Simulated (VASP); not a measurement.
The system is VSi2.

```
CELL_PARAMETERS angstrom
4.53480 0.00000 0.00000
-2.26740 3.92725 0.00000
0.00000 0.00000 6.31890
ATOMIC_POSITIONS crystal
V 0.00000 0.50000 0.16667
V 0.50000 0.50000 0.83333
V 0.50000 0.00000 0.50000
Si 0.83751 0.67501 0.50000
Si 0.16249 0.83751 0.83333
Si 0.67501 0.83751 0.16667
Si 0.16249 0.32499 0.50000
Si 0.83751 0.16249 0.83333
Si 0.32499 0.16249 0.16667
```

```yaml
Program: VASP 6.6.1
Task: relaxation of cell and atoms
Functional: PBE
Potentials_or_basis: VASP PAW PBE potentials, release 64 (V_sv, Si)
Cutoff: 600 eV
k_mesh: 12 × 12 × 6
Occupations: gaussian, width 0.1 eV
Spin: no spin polarisation
```

At the start: pressure 3.9 GPa; volume 12.50 Å³/atom.

Task: Where does the relaxation end?

Result: Over 7 steps the energy falls by 3.3 meV/atom and the volume is 12.77 Å³/atom (+2.2 %); space group P6_222 (No. 180, to 0.1 Å) before and after.

The path:
```tsv
step	energy change (eV)	largest force (eV/Å)	pressure (GPa)	volume (Å³)
1	0.0000	0.0524	3.93	112.54
2	0.0039	0.0094	-3.84	117.61
3	-0.0295	0.0207	0.03	114.95
4	-0.0295	0.0199	-0.09	115.00
5	-0.0296	0.0070	0.13	114.89
6	-0.0296	0.0091	0.06	114.91
7	-0.0296	0.0005	-0.03	114.96
```

Final structure:
```
V Si
1.0
     4.56568    0.00000    0.00000
    -2.28284    3.95399    0.00000
     0.00000    0.00000    6.36804
V Si
3 6
Direct
  0.00000 0.50000 0.16667
  0.50000 0.50000 0.83333
  0.50000 0.00000 0.50000
  0.83719 0.67437 0.50000
  0.16281 0.83719 0.83333
  0.67437 0.83719 0.16667
  0.16281 0.32563 0.50000
  0.83719 0.16281 0.83333
  0.32563 0.16281 0.16667
```

Caveat: an odd number of electrons without spin polarisation forces a metal; a magnetic or distorted state may lie lower.
